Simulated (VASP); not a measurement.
Si2C3:

```
CELL_PARAMETERS angstrom
2.63597 0.00000 0.00000
-1.31798 2.28281 0.00000
0.00000 0.00000 22.87837
ATOMIC_POSITIONS crystal
Si 0.66667 0.33333 0.15000
Si 0.66667 0.33333 0.35000
Si 0.33333 0.66667 0.65000
Si 0.33333 0.66667 0.85000
C 0.66667 0.33333 0.75000
C 0.66667 0.33333 0.95000
C 0.66667 0.33333 0.55000
C 0.33333 0.66667 0.05000
C 0.33333 0.66667 0.25000
C 0.33333 0.66667 0.45000
```

| Item | Value |
| --- | --- |
| Program | VASP 6.6.1 |
| Task | relaxation of cell and atoms |
| Functional | PBE |
| Potentials or basis | VASP PAW PBE potentials, release 64 (Si, C) |
| Cutoff | 600 eV |
| k mesh | 6 × 6 × 1 |
| Occupations | gaussian, width 0.1 eV |
| Spin | no spin polarisation |

At the start: pressure -19.5 GPa; volume 13.77 Å³/atom.

How do energy, volume and symmetry change on relaxing?

Over 54 steps the energy falls by 2585.2 meV/atom and the volume is 13.13 Å³/atom (-4.6 %); space group P6_3/mmc (No. 194, to 0.05 Å).

The path:
| step | energy change (eV) | largest force (eV/Å) | pressure (GPa) | volume (Å³) |
| --- | --- | --- | --- | --- |
| 1 | 0.0000 | 0.2604 | -19.54 | 137.67 |
| 3 | -3.6904 | 1.2273 | 2.39 | 96.46 |
| 5 | -5.7327 | 1.6404 | 17.08 | 84.79 |
| 7 | -5.9116 | 1.7605 | 24.19 | 81.82 |
| 9 | -15.4261 | 0.9568 | -23.90 | 108.38 |
| 11 | -17.4366 | 1.4965 | -25.43 | 102.11 |
| 13 | -18.3181 | 1.9672 | -22.95 | 98.41 |
| 15 | -17.3142 | 3.1280 | 82.49 | 69.03 |
| 17 | -20.2887 | 1.2613 | 7.81 | 82.80 |
| 19 | -21.4769 | 1.8655 | 8.54 | 84.20 |
| 21 | -19.1685 | 4.9742 | 31.11 | 86.77 |
| 23 | -23.2461 | 2.1925 | 16.74 | 87.71 |
| 25 | -23.5742 | 1.9504 | 9.39 | 91.67 |
| 27 | -24.2322 | 1.1614 | 0.59 | 95.75 |
| 29 | -24.2980 | 1.5509 | -3.74 | 98.16 |
| 31 | -24.8973 | 0.6507 | 8.08 | 98.07 |
| 33 | -25.3845 | 1.4179 | 9.11 | 104.94 |
| 35 | -25.6676 | 0.2390 | -1.46 | 111.11 |
| 37 | -25.6992 | 0.3762 | -0.47 | 111.21 |
| 39 | -25.7205 | 0.2755 | 1.05 | 111.22 |
| 41 | -25.7478 | 0.0382 | 1.86 | 112.28 |
| 43 | -25.7631 | 0.2284 | -3.19 | 119.88 |
| 45 | -25.7861 | 0.1226 | -1.17 | 117.50 |
| 47 | -25.8394 | 0.1084 | 0.33 | 123.70 |
| 49 | -25.8375 | 0.2573 | 1.61 | 127.00 |
| 51 | -25.8514 | 0.0706 | -0.19 | 131.62 |
| 53 | -25.8514 | 0.0806 | -0.07 | 131.27 |
| 54 | -25.8519 | 0.0183 | 0.00 | 131.28 |

Final structure:
```xyz
10
Lattice="2.6172 0.0000 0.0000 -1.3086 2.2666 0.0000 0.0000 0.0000 22.1291" Properties=species:S:1:pos:R:3 pbc="T T T"
Si    1.3086    0.7555    4.2850
Si    1.3086    0.7555    6.7796
Si    0.0000    1.5111   15.3495
Si    0.0000    1.5111   17.8442
C     1.3086    0.7555   16.5969
C     1.3086    0.7555    0.0007
C     1.3086    0.7555   11.0639
C     0.0000    1.5111   22.1285
C     0.0000    1.5111    5.5323
C     0.0000    1.5111   11.0652
```

Caveat: the k points lie up to 0.46 Å⁻¹ apart in the final cell.
